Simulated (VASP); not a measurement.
# PtSe2 in VASP: single point with PBE+D3(BJ)

Aim: the single point of PtSe2 with PBE+D3(BJ).

Everything below comes from runs of VASP 6.6.1. Logs are shortened: lines on timing, memory, paths and dates and some standing lists are left out, and cuts for length are marked.

## 1. The cell of the first run

The cell holds a slab with vacuum, 3 atoms: a = 3.559 Å, b = 3.559 Å, c = 31.121 Å, α = 90.00°, β = 90.00°, γ = 120.00°.

## 2. Single point, PBE+D3(BJ)

INCAR

```
ALGO = Normal ; DIPOL = 0.5 0.5 0.500
EDIFF = 1E-6 ; ENCUT = 520
GGA = PE ; IDIPOL = 3
ISIF = 2 ; ISMEAR = 0
IVDW = 12 ; LASPH = True
LCHARG = False ; LDIPOL = True
LREAL = False ; LWAVE = False
NBANDS = 18 ; NELM = 80
PREC = Accurate ; SIGMA = 0.02
```

KPOINTS

```
k-points
0
Gamma
  9 9 1
```

POSCAR

```
PtSe2
1.0
    3.5590000000      0.0000000000      0.0000000000
   -1.7795000000      3.0821844121      0.0000000000
    0.0000000000      0.0000000000     31.1212903780
Se Pt
2 1
Direct
    0.6666666667      0.3333333333      0.4574407107
    0.3333333333      0.6666666667      0.5425592893
    0.0000000000      0.0000000000      0.5000000000
```

Potentials or basis: VASP PAW PBE potentials, release 64 (Se, Pt).

Command:

```console
$ cat potpaw_PBE.64/Se/POTCAR potpaw_PBE.64/Pt/POTCAR > POTCAR
$ mpirun -np 1 vasp_std > vasp.out
```

OUTCAR:

```text
EDIFF = 1E-6
   ENCUT = 520
   GGA = PE
   ISIF = 2
   ISMEAR = 0
   IVDW = 12
   LASPH = True
   LREAL = False
   NELM = 80
   PREC = Accurate
 IVDW          = 12

 ion  position               nearest neighbor table
   1  0.667  0.333  0.457-   3 2.44   3 2.44   3 2.44
   2  0.333  0.667  0.543-   3 2.44   3 2.44   3 2.44
   3  0.000  0.000  0.500-   1 2.44   2 2.44   1 2.44   2 2.44   1 2.44   2 2.44

  LATTYP: Found a hexagonal cell.
 ALAT       =     3.5590000000
 C/A-ratio  =     8.7443917893

  Lattice vectors:

 A1 = (   3.5590000000,   0.0000000000,   0.0000000000)
 A2 = (  -1.7795000000,   3.0821844121,   0.0000000000)
 A3 = (   0.0000000000,   0.0000000000,  31.1212903780)

Analysis of symmetry for initial positions (statically):
=====================================================================
 Subroutine PRICEL returns:
 Original cell was already a primitive cell.

 Routine SETGRP: Setting up the symmetry group for a
 hexagonal supercell.

 Subroutine GETGRP returns: Found 12 space group operations
 (whereof 12 operations were pure point group operations)
 out of a pool of 24 trial point group operations.

The static configuration has the point symmetry D_3d.

Analysis of symmetry for dynamics (positions and initial velocities):
=====================================================================
 Subroutine PRICEL returns:
 Original cell was already a primitive cell.

 Routine SETGRP: Setting up the symmetry group for a
 hexagonal supercell.

 Subroutine GETGRP returns: Found 12 space group operations
 (whereof 12 operations were pure point group operations)
 out of a pool of 24 trial point group operations.

The dynamic configuration has the point symmetry D_3d.

 Subroutine INISYM returns: Found 12 space group operations
 (whereof 12 operations are pure point group operations),
 and found     1 'primitive' translations

----------------------------------------------------------------------------------------

                                     Primitive cell

  volume of cell :     341.3848

  direct lattice vectors                    reciprocal lattice vectors
     3.559000000  0.000000000  0.000000000     0.280977803  0.162222610  0.000000000
    -1.779500000  3.082184412  0.000000000     0.000000000  0.324445220  0.000000000
     0.000000000  0.000000000 31.121290378     0.000000000  0.000000000  0.032132344

  length of vectors
     3.559000000  3.559000000 31.121290378     0.324445220  0.324445220  0.032132344

  position of ions in fractional coordinates (direct lattice)
     0.666666667  0.333333333  0.457440711
     0.333333333  0.666666667  0.542559289
     0.000000000  0.000000000  0.500000000

  ion indices of the primitive-cell ions
   primitive index   ion index
                 1           1
                 2           2
                 3           3

----------------------------------------------------------------------------------------

 KPOINTS: k-points

Automatic generation of k-mesh.
 Grid dimensions read from file:
 generate k-points for:    9    9    1

 Generating k-lattice:

  Cartesian coordinates                     Fractional coordinates (reciprocal lattice)
     0.031219756  0.018024734  0.000000000     0.111111111  0.000000000  0.000000000
     0.000000000  0.036049469  0.000000000     0.000000000  0.111111111  0.000000000
     0.000000000  0.000000000  0.032132344     0.000000000  0.000000000  1.000000000

  Length of vectors
     0.036049469  0.036049469  0.032132344

  Shift w.r.t. Gamma in fractional coordinates (k-lattice)
     0.000000000  0.000000000  0.000000000

 Subroutine IBZKPT returns following result:
 ===========================================

 Found     12 irreducible k-points:

 Following reciprocal coordinates:
            Coordinates               Weight
  0.000000  0.000000  0.000000      1.000000
  0.111111 -0.000000  0.000000      6.000000
  0.222222 -0.000000  0.000000      6.000000
  0.333333 -0.000000  0.000000      6.000000
  0.444444 -0.000000  0.000000      6.000000
  0.111111  0.111111  0.000000      6.000000
  0.222222  0.111111  0.000000     12.000000
  0.333333  0.111111  0.000000     12.000000
  0.444444  0.111111  0.000000      6.000000
  0.222222  0.222222  0.000000      6.000000
  0.333333  0.222222  0.000000     12.000000
  0.333333  0.333333  0.000000      2.000000
   k-points           NKPTS =     12   k-points in BZ     NKDIM =     12   number of bands    NBANDS=     18
   number of dos      NEDOS =    301   number of ions     NIONS =      3
   total plane-waves  NPLWV = 188160
   dimension x,y,z NGX =    28 NGY =   28 NGZ =  240
   dimension x,y,z NGXF=    56 NGYF=   56 NGZF=  480
   ions per type =               2   1
   NGX,Y,Z   is equivalent  to a cutoff of  13.08, 13.08, 12.82 a.u.
   NGXF,Y,Z  is equivalent  to a cutoff of  26.16, 26.16, 25.64 a.u.
 SYSTEM =  unknown system
   PREC   = accura    normal or accurate (medium, high low for compatibility)
   ISTART =      0    job   : 0-new  1-cont  2-samecut
   ICHARG =      2    charge: 1-file 2-atom 10-const
   ISPIN  =      1    spin polarized calculation?
   LNONCOLLINEAR =      F non collinear calculations
   LSORBIT =      F    spin-orbit coupling
   LASPH  =      T    aspherical Exc in radial PAW
   ENCUT  =  520.0 eV  38.22 Ry    6.18 a.u.   6.62  6.62 57.86*2*pi/ulx,y,z
   NELM   =     80;   NELMIN=  2; NELMDL= -5     # of ELM steps
   EDIFF  = 0.1E-05   stopping-criterion for ELM
   LREAL  =      F    real-space projection
   EDIFFG = 0.1E-04   stopping-criterion for IOM
   NSW    =      0    number of steps for IOM
   IBRION =     -1    ionic relax: 0-MD 1-quasi-New 2-CG
   NFREE  =      0    steps in history (QN), initial steepest desc. (CG)
   ISIF   =      2    stress and relaxation
   ISYM   =      2    0-nonsym 1-usesym 2-fastsym
   POTIM  = 0.5000    time-step for ionic-motion
   TEBEG  =    0.0;   TEEND  =   0.0 temperature during run
   PSTRESS=    0.0 pullay stress
   NELECT =      22.0000    total number of electrons
   NUPDOWN=      -1.0000    fix difference up-down
   EMIN   =  10.00;   EMAX   =-10.00  energy-range for DOS
   EFERMI =   0.00;   METHOD = LEGACY
   ISMEAR =     0;   SIGMA  =   0.02  broadening in eV -4-tet -1-fermi 0-gaus
   EFERMI_NEDOS =   21; number of points for ismear=-14 and -15
   IALGO  =     38    algorithm
   IMIX   =      4    mixing-type and parameters
     AMIX     =   0.40;   BMIX     =  1.00
     AMIX_MAG =   1.60;   BMIX_MAG =  1.00
  volume/ion in A,a.u.               =     113.79       767.93
  Fermi-wavevector in a.u.,A,eV,Ry     =   0.656348  1.240318  5.861295  0.430793
  Thomas-Fermi vector in A             =   1.727512
   LORBIT       =      0    0 simple, 1 ext, 2 COOP (PROOUT), +10 PAW based schemes
   GGA     = PE    functional components
   LHFCALC =     F    Hartree Fock is set to
   AEXX    =    0.0000 exact exchange contribution
   IVDW    =    12    specifies the selected vdW correction
   LEPSILON=     F    determine dielectric tensor
   LRPA    =     F    only Hartree local field effects (RPA)
 non-spin polarized calculation
 Gauss-broadening in eV      SIGMA  =   0.02
  energy-cutoff  :      520.00
  volume of cell :      341.38
 maximum number of plane-waves:      9295
 NGX is ok and might be reduce to    28
   NGX = 13   NGY = 13   NGZ =115

 dipolmoment           0.000000      0.000000     -0.000000 electrons x Angstroem

 number of electron      21.9999996 magnetization

 dipolmoment           0.000000      0.000000      0.000000 electrons x Angstroem

 Free energy of the ion-electron system (eV)
  ---------------------------------------------------
  ext. energy  EPLUGINS =         0.00000000
  ---------------------------------------------------
  free energy    TOTEN  =       -13.99475400 eV

  energy without entropy =      -13.99475400  energy(sigma->0) =      -13.99475400

 E-fermi :  -3.3102     XC(G=0):  -2.2746

 val. band max:       -3.4565209757   @ k =   0.1111  -0.0000   0.0000
 cond. band min:      -2.1091096223   @ k =   0.2222   0.2222   0.0000
 fundamental gap:      1.3474113534
 Fermi energy:        -3.3101892048

 k-point     1 :       0.0000    0.0000    0.0000
  band No.  band energies     occupation
      1     -18.2966      2.00000
      2     -16.2636      2.00000
      3      -9.4098      2.00000
      4      -9.2027      2.00000
      5      -9.2027      2.00000
      6      -6.8789      2.00000
[... 10 lines left out ...]
     17       2.0721      0.00000
     18       2.3831      0.00000

 k-point     2 :       0.1111   -0.0000    0.0000
  band No.  band energies     occupation
      1     -18.1374      2.00000
      2     -16.2662      2.00000
      3      -9.2792      2.00000
      4      -9.2274      2.00000
      5      -9.1148      2.00000
      6      -7.0918      2.00000
[... 10 lines left out ...]
     17       2.4694      0.00000
     18       2.7536      0.00000

 k-point     3 :       0.2222   -0.0000    0.0000
  band No.  band energies     occupation
      1     -17.6946      2.00000
      2     -16.2759      2.00000
      3      -9.3232      2.00000
      4      -8.9199      2.00000
      5      -8.8082      2.00000
      6      -7.8572      2.00000
[... 10 lines left out ...]
     17       2.8250      0.00000
     18       3.0732      0.00000

 k-point     4 :       0.3333   -0.0000    0.0000
  band No.  band energies     occupation
      1     -17.0982      2.00000
      2     -16.2847      2.00000
      3      -9.5883      2.00000
      4      -8.7980      2.00000
      5      -8.7121      2.00000
      6      -8.0619      2.00000
[... 123 lines left out ...]
      4      -9.1142      2.00000
      5      -8.3320      2.00000
      6      -7.8350      2.00000
[... 10 lines left out ...]
     17       4.3857      0.00000
     18       4.4391      0.00000

 k-point    11 :       0.3333    0.2222    0.0000
  band No.  band energies     occupation
      1     -16.4236      2.00000
      2     -16.2789      2.00000
      3      -9.8144      2.00000
      4      -9.0890      2.00000
      5      -8.4438      2.00000
      6      -7.5779      2.00000
[... 10 lines left out ...]
     17       5.1198      0.00000
     18       5.6098      0.00000

 k-point    12 :       0.3333    0.3333    0.0000
  band No.  band energies     occupation
      1     -16.2810      2.00000
      2     -16.2810      2.00000
      3      -9.3842      2.00000
      4      -9.1438      2.00000
      5      -9.1438      2.00000
      6      -7.4253      2.00000
[... 10 lines left out ...]
     17       5.3219      0.00000
     18       5.9614      0.00000

------------------------ aborting loop because EDIFF is reached ----------------------------------------

 vacuum level on the upper side and lower side of the slab       (xc-potential included)        -0.007        -0.007

 Edisp (eV)   -0.97404

 E8    (eV) :    -0.4468

  FORCE on cell =-STRESS in cart. coord.  units (eV):
  Direction    XX          YY          ZZ          XY          YZ          ZX
  --------------------------------------------------------------------------------------
  -------------------------------------------------------------------------------------
  Total       5.45336     5.45336     3.15858     0.00000    -0.00000     0.00000
  in kB      25.59356    25.59356    14.82373     0.00000    -0.00000     0.00000
  external pressure =       22.00 kB  Pullay stress =        0.00 kB

 VOLUME and BASIS-vectors are now :
 -----------------------------------------------------------------------------
  energy-cutoff  :      520.00
  volume of cell :      341.38
      direct lattice vectors                 reciprocal lattice vectors
     3.559000000  0.000000000  0.000000000     0.280977803  0.162222610  0.000000000
    -1.779500000  3.082184412  0.000000000     0.000000000  0.324445220  0.000000000
     0.000000000  0.000000000 31.121290378     0.000000000  0.000000000  0.032132344

 POSITION                                       TOTAL-FORCE (eV/Angst)
 -----------------------------------------------------------------------------------
      1.77950      1.02739     14.23615         0.000000      0.000000     -1.197168
     -0.00000      2.05479     16.88515        -0.000000     -0.000000      1.197168
      0.00000      0.00000     15.56065        -0.000000      0.000000      0.000000
 -----------------------------------------------------------------------------------
    total drift:                               -0.000000      0.000000      0.000000

  FREE ENERGIE OF THE ION-ELECTRON SYSTEM (eV)
  ---------------------------------------------------
  free  energy   TOTEN  =       -14.9687908966 eV

  energy  without entropy=      -14.9687908966  energy(sigma->0) =      -14.96879090

 vacuum level on the upper side and lower side of the slab         1.978         1.978
```

It took 84 s on 1 thread of AMD EPYC 9R45 (Zen 5), shared host; peak memory 0.44 GiB.

Results:

```
Free energy                : -14.9688 eV
Largest force              : 1.197 eV/Å
Band gap on the k mesh     : 1.35 eV, indirect (least direct gap 1.60 eV)
Dispersion energy per atom : -0.325 eV
```

Forces on the atoms (eV/Å):
```
Se   0.000  0.000 -1.197
Se   0.000  0.000  1.197
Pt   0.000  0.000  0.000
```

Levels at points of the mesh, in eV from the valence-band top:
```tsv
k point	band 7	band 8	band 9	band 10	band 11	band 12	band 13	band 14	band 15	band 16
(0.00, 0.00, 0.00)	-3.42	-1.62	-1.07	0.00	0.00	3.22	3.22	4.52	4.95	5.47
```

Caveat: spin-orbit coupling is left out, which moves the levels of the heavy elements.
